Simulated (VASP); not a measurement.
Set up this calculation in VASP 6.6.1, as the native input.

* Task: relaxation of cell and atoms
* Functional: PBE
* Potentials or basis: VASP PAW PBE potentials, release 64 (B)
* Cutoff: 600 eV
* k mesh: 6 × 6 × 2
* Occupations: gaussian, width 0.1 eV
* Spin: no spin polarisation
* Dipole correction: no
* Further INCAR settings: ALGO = Normal; EDIFF = 1e-06; IBRION = 2; EDIFFG = -0.04; NSW = 90; ISIF = 3

The structure of B lies in POSCAR:

```
B
1.0
    2.4741264900      0.0000000000      0.0000000000
   -1.2370632500      2.1426563900      0.0000000000
    0.0000000000      0.0000000000      9.6651630600
B
7
Direct
    0.0000000000      0.0000000000      0.0000000000
    0.3333333300      0.6666666700      0.1428571400
    0.0000000000      0.0000000000      0.2857142900
    0.6666666700      0.3333333300      0.4285714300
    0.3333333300      0.6666666700      0.5714285700
    0.0000000000      0.0000000000      0.7142857100
    0.6666666700      0.3333333300      0.8571428600
```

The cell was generated, and may not be a known phase.

The input as run:

INCAR

```
SYSTEM = B
PREC = Accurate
ENCUT = 600
EDIFF = 1E-6
ISMEAR = 0
SIGMA = 0.1
LREAL = .False.
LASPH = .True.
NELM = 60
ALGO = Normal
ISIF = 3
LWAVE = .False.
LCHARG = .False.
GGA = PE
IBRION = 2
NSW = 90
EDIFFG = -0.04
```

KPOINTS

```
regular mesh
0
Gamma
  6 6 2
  0 0 0
```

Potentials or basis: VASP PAW PBE potentials, release 64 (B).

The run is started by

```sh
$ cat potpaw_PBE.64/B/POTCAR > POTCAR
$ mpirun -np 1 vasp_std > vasp.out
```

It gave:

```
Relaxed volume                        : 6.49 Å³/atom
Relaxed cell                          : a = 2.397 Å, b = 2.397 Å, c = 9.125 Å, α = 90.00°, β = 90.00°, γ = 120.00°
Space group after relaxing (to 0.1 Å) : P-3m1 (No. 164)
Energy gained by relaxing             : 80.3 meV/atom
Ionic steps                           : 9
Pressure after relaxing               : -0.3 GPa
Largest force after relaxing          : 0.029 eV/Å
```

Caveat: the k points lie up to 0.50 Å⁻¹ apart in the final cell; the highest band is partly filled, so the run has too few bands.

It took 47 s on 1 thread of Intel(R) Xeon(R) Platinum 8488C (Sapphire Rapids), on a shared host, peak memory 0.16 GiB.
